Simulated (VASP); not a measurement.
Wanted: the native input for a VASP 6.6.1 run.

- Task: single point
- Functional: PBE
- Potentials or basis: VASP PAW PBE potentials, release 64 (Ga_d, As)
- Cutoff: 500 eV
- k mesh: 6 × 6 × 6
- Occupations: gaussian, width 0.01 eV
- Spin: no spin polarisation
- Dipole correction: no
- Further INCAR settings: ALGO = Normal; EDIFF = 1e-06; NBANDS = 16

The structure of GaAs lies in POSCAR:

```
GaAs
1.0
    0.0000000000      2.9006943725      2.9006943725
    2.9006943725      0.0000000000      2.9006943725
    2.9006943725      2.9006943725      0.0000000000
Ga As
1 1
Direct
    0.0000000000      0.0000000000      0.0000000000
    0.2500000000      0.2500000000      0.2500000000
```

This cell differs from its parent crystal: volume changed by +3%.

The input as run:

INCAR

```
PREC = Accurate ; ENCUT = 500
EDIFF = 1E-6 ; ISMEAR = 0
SIGMA = 0.01 ; LREAL = False
LASPH = True ; NELM = 120
ALGO = Normal ; ISIF = 2
LWAVE = False ; LCHARG = False
GGA = PE ; NBANDS = 16
GGA_COMPAT = False
```

KPOINTS

```
regular mesh
0
Gamma
  6 6 6
```

Potentials or basis: VASP PAW PBE potentials, release 64 (Ga_d, As).

Run with:

```bash
$ cat potpaw_PBE.64/Ga_d/POTCAR potpaw_PBE.64/As/POTCAR > POTCAR
$ mpirun -np 1 vasp_std > vasp.out
```

It gave:

| Quantity | Value |
| --- | --- |
| Pressure | -1.4 GPa |
| Band gap on the k mesh | zero (filled and empty bands touch) |

Run time: 41 s on 1 thread of Intel Xeon 8259CL (shared host), peak memory 0.17 GiB.
